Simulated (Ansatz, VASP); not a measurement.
# One calculation of Ta, two programs

```
CELL_PARAMETERS angstrom
2.93307 0.00000 0.00000
-1.46654 2.54012 0.00000
0.00000 0.00000 9.97175
ATOMIC_POSITIONS crystal
Ta 0.00000 0.00000 0.00000
Ta 0.00000 0.00000 0.50000
Ta 0.33333 0.66667 0.25000
Ta 0.66667 0.33333 0.75000
```

Alike in both runs: functional r2SCAN; k mesh 12 × 12 × 4; occupations fermi-dirac, width 0.1 eV; no spin polarisation.

Ansatz relaxed the structure, and its values are those at the end. VASP's run is a single point on that final structure, the one shown.

|  | VASP | Ansatz |
| --- | --- | --- |
| version | VASP 6.6.1 | Ansatz 0.2.0 |
| potentials or method | VASP PAW PBE potentials, release 64 (Ta_pv), cutoff 520 eV | plane waves (500 eV) with PAW, scalar-relativistic |
| valence electrons in the cell | 44 | 52 |

|  | VASP | Ansatz | Ansatz less VASP |
| --- | --- | --- | --- |
| pressure (GPa) | 0.5 | 0.0 | -0.52 |

VASP's potentials were made for PBE, not for r2SCAN. VASP's potentials hold 44 valence electrons a cell and Ansatz's 52, so a difference there can come from the potentials and not from the codes.

Neither program's run includes spin-orbit coupling.
